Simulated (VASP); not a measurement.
# SrZnSnWO6 (F-43m) in VASP: single point with LDA

Aim: the single point of SrZnSnWO6 with LDA.

All numbers are computed with VASP 6.6.1; they aren't measurements. Logs are shortened: lines on timing, memory, paths and dates and some standing lists are left out, and cuts for length are marked.

### 1 The cell of the first run

The structure is cubic, space group F-43m (No. 216). Conventional cell: a = 8.073 Å, b = 8.073 Å, c = 8.073 Å, α = 90.00°, β = 90.00°, γ = 90.00°. Within 3.8 Å of Sr (site symmetry -43m) lie 12 O at 2.86 Å and 4 Zn at 3.50 Å and 4 W at 3.50 Å. Within 2.8 Å of Zn (site symmetry -43m) lie 6 O at 2.09 Å. Within 3.8 Å of Sn (site symmetry -43m) lie 12 O at 2.86 Å and 4 Zn at 3.50 Å and 4 W at 3.50 Å. Within 2.6 Å of W (site symmetry -43m) lie 6 O at 1.95 Å. O (site symmetry 2mm) has 1 W at 1.95 Å and 1 Zn at 2.09 Å within 2.6 Å.

### 2 Single point, LDA

The input, INCAR:

```
  PREC = Accurate
  ENCUT = 520
  EDIFF = 1E-7
  ISMEAR = 1
  SIGMA = 0.1
  LREAL = False
  LASPH = True
  NELM = 80
  ALGO = Normal
  ISIF = 2
  LWAVE = False
  LCHARG = False
  GGA = CA
  NBANDS = 54
  ISYM = 0
```

The input, KPOINTS:

```
Automatic mesh
0
Gamma
  4 4 4
  0.5 0.5 0.5
```

The input, POSCAR:

```
SrZnSnWO6
1.0
    5.7086200000      0.0000000000      0.0000000000
    2.8543100000      4.9438099406      0.0000000000
    2.8543100000      1.6479366469      4.6610687118
Sr Zn Sn W O
1 1 1 1 6
Direct
    0.2500000000      0.2500000000      0.2500000000
    0.0000000000      0.0000000000      0.0000000000
    0.7500000000      0.7500000000      0.7500000000
    0.5000000000      0.5000000000      0.5000000000
    0.7411732500      0.2588267500      0.2588267500
    0.2588267500      0.7411732500      0.7411732500
    0.7411732500      0.7411732500      0.2588267500
    0.2588267500      0.2588267500      0.7411732500
    0.2588267500      0.7411732500      0.2588267500
    0.7411732500      0.2588267500      0.7411732500
```

Potentials or basis: VASP PAW LDA potentials, release 64 (Sr_sv, Zn, Sn_d, W_sv, O).

On the command line:

```sh
$ cat potpaw_LDA.64/Sr_sv/POTCAR potpaw_LDA.64/Zn/POTCAR potpaw_LDA.64/Sn_d/POTCAR potpaw_LDA.64/W_sv/POTCAR potpaw_LDA.64/O/POTCAR > POTCAR
$ mpirun -np 1 vasp_std > vasp.out
```

OUTCAR:

```text
PREC = Accurate
   ENCUT = 520
   EDIFF = 1E-7
   ISMEAR = 1
   LREAL = False
   LASPH = True
   NELM = 80
   ISIF = 2
   GGA = CA
   ISYM = 0

 ion  position               nearest neighbor table
   1  0.250  0.250  0.250-   6 2.86   6 2.86   5 2.86   5 2.86   8 2.86  10 2.86   8 2.86  10 2.86
                             7 2.86   9 2.86   9 2.86   7 2.86   4 3.50   2 3.50   4 3.50   2 3.50
   2  0.000  0.000  0.000-   7 2.09   8 2.09   9 2.09  10 2.09   5 2.09   6 2.09   1 3.50   1 3.50
                             1 3.50   1 3.50
   3  0.750  0.750  0.750-   5 2.86   5 2.86   6 2.86   6 2.86   9 2.86   7 2.86   7 2.86   9 2.86
                             8 2.86  10 2.86   8 2.86  10 2.86   4 3.50   4 3.50   4 3.50   4 3.50
   4  0.500  0.500  0.500-   7 1.95   8 1.95   9 1.95  10 1.95   5 1.95   6 1.95   1 3.50   3 3.50
                             1 3.50   3 3.50   1 3.50   3 3.50   3 3.50   1 3.50
   5  0.741  0.259  0.259-   4 1.95   2 2.09   3 2.86   3 2.86   1 2.86   1 2.86
   6  0.259  0.741  0.741-   4 1.95   2 2.09   1 2.86   1 2.86   3 2.86   3 2.86
   7  0.741  0.741  0.259-   4 1.95   2 2.09   3 2.86   3 2.86   1 2.86   1 2.86
   8  0.259  0.259  0.741-   4 1.95   2 2.09   1 2.86   1 2.86   3 2.86   3 2.86
   9  0.259  0.741  0.259-   4 1.95   2 2.09   3 2.86   3 2.86   1 2.86   1 2.86
  10  0.741  0.259  0.741-   4 1.95   2 2.09   1 2.86   1 2.86   3 2.86   3 2.86

IMPORTANT INFORMATION: All symmetrisations will be switched off!
NOSYMM: (Re-)initialisation of all symmetry stuff for point group C_1.

----------------------------------------------------------------------------------------

                                     Primitive cell

  volume of cell :     131.5462

  direct lattice vectors                    reciprocal lattice vectors
     5.708620000  0.000000000  0.000000000     0.175173685 -0.101136574 -0.071514357
     2.854310000  4.943809941  0.000000000     0.000000000  0.202273148 -0.071514357
     2.854310000  1.647936647  4.661068712     0.000000000  0.000000000  0.214543072

  length of vectors
     5.708620000  5.708620000  5.708620000     0.214543072  0.214543072  0.214543072

  position of ions in fractional coordinates (direct lattice)
     0.250000000  0.250000000  0.250000000
     0.000000000  0.000000000  0.000000000
     0.750000000  0.750000000  0.750000000
     0.500000000  0.500000000  0.500000000
     0.741173250  0.258826750  0.258826750
     0.258826750  0.741173250  0.741173250
     0.741173250  0.741173250  0.258826750
     0.258826750  0.258826750  0.741173250
     0.258826750  0.741173250  0.258826750
     0.741173250  0.258826750  0.741173250

  ion indices of the primitive-cell ions
   primitive index   ion index
                 1           1
                 2           2
                 3           3
                 4           4
                 5           5
                 6           6
                 7           7
                 8           8
                 9           9
                10          10

----------------------------------------------------------------------------------------

 KPOINTS: Automatic mesh

Automatic generation of k-mesh.
 Grid dimensions read from file:
 generate k-points for:    4    4    4

 Generating k-lattice:

  Cartesian coordinates                     Fractional coordinates (reciprocal lattice)
     0.043793421 -0.025284144 -0.017878589     0.250000000  0.000000000  0.000000000
     0.000000000  0.050568287 -0.017878589     0.000000000  0.250000000 -0.000000000
     0.000000000  0.000000000  0.053635768     0.000000000  0.000000000  0.250000000

  Length of vectors
     0.053635768  0.053635768  0.053635768

  Shift w.r.t. Gamma in fractional coordinates (k-lattice)
     0.500000000  0.500000000  0.500000000

 Subroutine IBZKPT returns following result:
 ===========================================

 Found    128 irreducible k-points:

 Following reciprocal coordinates:
            Coordinates               Weight
  0.125000  0.125000  0.125000      2.000000
  0.125000  0.000000 -0.000000      2.000000
  0.000000  0.000000 -0.125000      2.000000
  0.000000  0.125000 -0.000000      2.000000
  0.375000  0.125000  0.125000      2.000000
  0.125000  0.375000  0.125000      2.000000
[... 16 lines left out ...]
  0.000000  0.500000 -0.125000      2.000000
  0.500000  0.000000 -0.125000      2.000000
 [... further k-points ...]
   k-points           NKPTS =    128   k-points in BZ     NKDIM =    128   number of bands    NBANDS=     54
   number of dos      NEDOS =    301   number of ions     NIONS =     10
   total plane-waves  NPLWV =  74088
   dimension x,y,z NGX =    42 NGY =   42 NGZ =   42
   dimension x,y,z NGXF=    84 NGYF=   84 NGZF=   84
   ions per type =               1   1   1   1   6
   NGX,Y,Z   is equivalent  to a cutoff of  12.23, 12.23, 12.23 a.u.
   NGXF,Y,Z  is equivalent  to a cutoff of  24.46, 24.46, 24.46 a.u.
 SYSTEM =  unknown system
   PREC   = accura    normal or accurate (medium, high low for compatibility)
   ISTART =      0    job   : 0-new  1-cont  2-samecut
   ICHARG =      2    charge: 1-file 2-atom 10-const
   ISPIN  =      1    spin polarized calculation?
   LNONCOLLINEAR =      F non collinear calculations
   LSORBIT =      F    spin-orbit coupling
   LASPH  =      T    aspherical Exc in radial PAW
   ENCUT  =  520.0 eV  38.22 Ry    6.18 a.u.  10.61 10.61 10.61*2*pi/ulx,y,z
   NELM   =     80;   NELMIN=  2; NELMDL= -5     # of ELM steps
   EDIFF  = 0.1E-06   stopping-criterion for ELM
   LREAL  =      F    real-space projection
   EDIFFG = 0.1E-05   stopping-criterion for IOM
   NSW    =      0    number of steps for IOM
   IBRION =     -1    ionic relax: 0-MD 1-quasi-New 2-CG
   NFREE  =      0    steps in history (QN), initial steepest desc. (CG)
   ISIF   =      2    stress and relaxation
   ISYM   =      0    0-nonsym 1-usesym 2-fastsym
   POTIM  = 0.5000    time-step for ionic-motion
   TEBEG  =    0.0;   TEEND  =   0.0 temperature during run
   PSTRESS=    0.0 pullay stress
   NELECT =      86.0000    total number of electrons
   NUPDOWN=      -1.0000    fix difference up-down
   EMIN   =  10.00;   EMAX   =-10.00  energy-range for DOS
   EFERMI =   0.00;   METHOD = LEGACY
   ISMEAR =     1;   SIGMA  =   0.10  broadening in eV -4-tet -1-fermi 0-gaus
   EFERMI_NEDOS =   21; number of points for ismear=-14 and -15
   IALGO  =     38    algorithm
   IMIX   =      4    mixing-type and parameters
     AMIX     =   0.40;   BMIX     =  1.00
     AMIX_MAG =   1.60;   BMIX_MAG =  1.00
  volume/ion in A,a.u.               =      13.15        88.77
  Fermi-wavevector in a.u.,A,eV,Ry     =   1.420850  2.685017 27.467635  2.018814
  Thomas-Fermi vector in A             =   2.541722
   LORBIT       =      0    0 simple, 1 ext, 2 COOP (PROOUT), +10 PAW based schemes
   GGA     = CA    functional components
   LHFCALC =     F    Hartree Fock is set to
   AEXX    =    0.0000 exact exchange contribution
   IVDW    =     0    specifies the selected vdW correction
   LEPSILON=     F    determine dielectric tensor
   LRPA    =     F    only Hartree local field effects (RPA)
 non-spin polarized calculation
 Methfessel and Paxton  Order N= 1 SIGMA  =   0.10
  energy-cutoff  :      520.00
  volume of cell :      131.55
 maximum number of plane-waves:      3569
   NGX = 21   NGY = 21   NGZ = 21

 number of electron      86.0000002 magnetization

 Free energy of the ion-electron system (eV)
  ---------------------------------------------------
  ext. energy  EPLUGINS =         0.00000000
  ---------------------------------------------------
  free energy    TOTEN  =       -76.70789523 eV

  energy without entropy =      -76.71605835  energy(sigma->0) =      -76.71061627

 E-fermi :   3.3739     XC(G=0): -11.5134

 val. band max:        3.3245623368   @ k =   0.1250   0.1250   0.1250
 cond. band min:       6.1111002121   @ k =   0.2500   0.2500   0.1250
 fundamental gap:      2.7865378753
 Fermi energy:         3.3738898739

 k-point     1 :       0.1250    0.1250    0.1250
  band No.  band energies     occupation
      1     -70.6943      2.00000
      2     -35.1558      2.00000
      3     -35.1558      2.00000
      4     -35.1558      2.00000
      5     -29.3792      2.00000
      6     -16.8443      2.00000
[... 46 lines left out ...]
     53      10.5087      0.00000
     54      10.5328      0.00000

 k-point     2 :       0.1250    0.0000   -0.0000
  band No.  band energies     occupation
      1     -70.6943      2.00000
      2     -35.1558      2.00000
      3     -35.1558      2.00000
      4     -35.1558      2.00000
      5     -29.3792      2.00000
      6     -16.8443      2.00000
[... 46 lines left out ...]
     53      10.5087      0.00000
     54      10.5257      0.00000

 k-point     3 :       0.0000    0.0000   -0.1250
  band No.  band energies     occupation
      1     -70.6943      2.00000
      2     -35.1558      2.00000
      3     -35.1558      2.00000
      4     -35.1558      2.00000
      5     -29.3792      2.00000
      6     -16.8443      2.00000
[... 46 lines left out ...]
     53      10.5087      0.00000
     54      10.5129      0.00000
[... 1084 lines left out ...]
 k-point    23 :       0.0000    0.5000   -0.1250
  band No.  band energies     occupation
      1     -70.6943      2.00000
      2     -35.1561      2.00000
      3     -35.1558      2.00000
      4     -35.1558      2.00000
      5     -29.3779      2.00000
      6     -16.8439      2.00000
[... 46 lines left out ...]
     53      11.0899      0.00000
     54      11.3526      0.00000

 k-point    24 :       0.5000    0.0000   -0.1250
  band No.  band energies     occupation
      1     -70.6943      2.00000
      2     -35.1561      2.00000
      3     -35.1558      2.00000
      4     -35.1558      2.00000
      5     -29.3779      2.00000
      6     -16.8439      2.00000
[... 46 lines left out ...]
     53      11.0899      0.00000
     54      11.3527      0.00000

 [... further k-points ...]

------------------------ aborting loop because EDIFF is reached ----------------------------------------

  FORCE on cell =-STRESS in cart. coord.  units (eV):
  Direction    XX          YY          ZZ          XY          YZ          ZX
  --------------------------------------------------------------------------------------
  -------------------------------------------------------------------------------------
  Total      -10.2608970    -10.2611579    -10.2610482      0.0000209     -0.0001590      0.0000146
  in kB     -124.9733767   -124.9765546   -124.9752186      0.0002541     -0.0019366      0.0001780
  external PRESSURE =    -124.9750500 kB  Pullay stress =       0.0000000 kB

 VOLUME and BASIS-vectors are now :
 -----------------------------------------------------------------------------
  energy-cutoff  :      520.00
  volume of cell :      131.55
      direct lattice vectors                 reciprocal lattice vectors
     5.708620000  0.000000000  0.000000000     0.175173685 -0.101136574 -0.071514357
     2.854310000  4.943809941  0.000000000     0.000000000  0.202273148 -0.071514357
     2.854310000  1.647936647  4.661068712     0.000000000  0.000000000  0.214543072

 POSITION                                       TOTAL-FORCE (eV/Angst)
 -----------------------------------------------------------------------------------
      2.85431      1.64794      1.16527         0.000000     -0.000000     -0.000001
      0.00000      0.00000      0.00000        -0.000004      0.000000      0.000003
      8.56293      4.94381      3.49580         0.000000      0.000001     -0.000000
      5.70862      3.29587      2.33053         0.000005      0.000002     -0.000003
      5.70862      1.70612      1.20641         0.000004      0.453586      0.320734
      5.70862      4.88563      3.45466        -0.000003     -0.453586     -0.320734
      7.08539      4.09075      1.20641        -0.392826     -0.226798      0.320736
      4.33185      2.50100      3.45466         0.392823      0.226796     -0.320734
      4.33185      4.09075      1.20641         0.392836     -0.226800      0.320747
      7.08539      2.50100      3.45466        -0.392836      0.226799     -0.320748
 -----------------------------------------------------------------------------------
    total drift:                               -0.000007      0.000002      0.000006

  FREE ENERGIE OF THE ION-ELECTRON SYSTEM (eV)
  ---------------------------------------------------
  free  energy   TOTEN  =       -76.7078952298 eV

  energy  without entropy=      -76.7160583500  energy(sigma->0) =      -76.71061627
```

It took 20 min on 1 thread of Intel Xeon Platinum 8259CL at 2.50GHz (Skylake/Cascade Lake), shared host; peak memory 0.87 GiB.

What came out:

```yaml
Free_energy: -76.7079 eV
Pressure: -12.5 GPa
Largest_force: 0.556 eV/Å
Band_gap_on_the_k_mesh: 2.79 eV (least direct gap 2.80 eV)
```

Forces in eV/Å, atoms in the order of the input:
```
Sr   0.000  0.000  0.000
Zn   0.000  0.000  0.000
Sn   0.000  0.000  0.000
W    0.000  0.000  0.000
O    0.000  0.454  0.321
O    0.000 -0.454 -0.321
O   -0.393 -0.227  0.321
O    0.393  0.227 -0.321
O    0.393 -0.227  0.321
O   -0.393  0.227 -0.321
```

Caveat: the cell stands under tension; spin-orbit coupling is left out, which moves the levels of the heavy elements; a shifted mesh leaves out Γ, where band edges can lie. A k mesh can miss the band edges.
